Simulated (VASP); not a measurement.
Set up this calculation in VASP 6.6.1, as the native input.

```yaml
Task: single point
Functional: PBE-based screened hybrid with 25 % exact exchange
Potentials_or_basis: VASP PAW PBE potentials, release 64 (Li_sv)
Cutoff: 650 eV
k_mesh: 7 × 7 × 7
Occupations: fermi-dirac, width 0.025 eV
Spin: no spin polarisation
Dipole_correction: no
Grid_for_exact_exchange_PRECFOCK: Normal
Share_of_exact_exchange: 0.25
Further_INCAR_settings: ALGO = Normal; EDIFF = 1e-06; NBANDS = 8
Screening_parameter: 0.3 1/Å
```

The system is Li.

```
CELL_PARAMETERS angstrom
-1.75465 1.75465 1.75465
1.75465 -1.75465 1.75465
1.75465 1.75465 -1.75465
ATOMIC_POSITIONS crystal
Li 0.00000 0.00000 0.00000
```

The input as run:

POSCAR

```
Li
1.0
   -1.7546500000      1.7546500000      1.7546500000
    1.7546500000     -1.7546500000      1.7546500000
    1.7546500000      1.7546500000     -1.7546500000
Li
1
Direct
    0.0000000000      0.0000000000      0.0000000000
```

INCAR.step1

```
  PREC = Accurate
  ENCUT = 650
  EDIFF = 1E-5
  ISMEAR = -1
  SIGMA = 0.025
  LREAL = F
  LASPH = T
  NELM = 120
  ALGO = Normal
  ISIF = 2
  LWAVE = T
  LCHARG = F
  NBANDS = 8
  GGA = PE
  GGA_COMPAT = F
```

INCAR.step2

```
  PREC = Accurate
  ENCUT = 650
  EDIFF = 1E-6
  ISMEAR = -1
  SIGMA = 0.025
  LREAL = F
  LASPH = T
  NELM = 120
  ALGO = Normal
  ISIF = 2
  LWAVE = F
  LCHARG = F
  GGA = PE
  LHFCALC = T
  AEXX = 0.25
  HFSCREEN = 0.3
  PRECFOCK = Normal
  NBANDS = 8
  ISTART = 1
  GGA_COMPAT = F
```

KPOINTS

```
Automatic mesh
0
Gamma
  7 7 7
```

Potentials or basis: VASP PAW PBE potentials, release 64 (Li_sv).

The run is started by

```console
$ cat potpaw_PBE.64/Li_sv/POTCAR > POTCAR
$ cp INCAR.step1 INCAR
$ mpirun -np 1 vasp_std > vasp.out
$ cp INCAR.step2 INCAR
$ mpirun -np 1 vasp_std > vasp.out
```

Results of the run:

```yaml
Pressure: -0.8 GPa
Band_gap_on_the_k_mesh: zero (an odd number of electrons rules out a gap without spin polarisation)
```

Caveat: the k points lie up to 0.36 Å⁻¹ apart, too coarse for converged energies and pressures of a metal; the PAW data sets were made with another functional, which shifts forces and pressure a little.

It took 2.6 min on 1 thread of Intel(R) Xeon(R) Platinum 8488C (Sapphire Rapids) (shared host), peak memory 0.26 GiB.
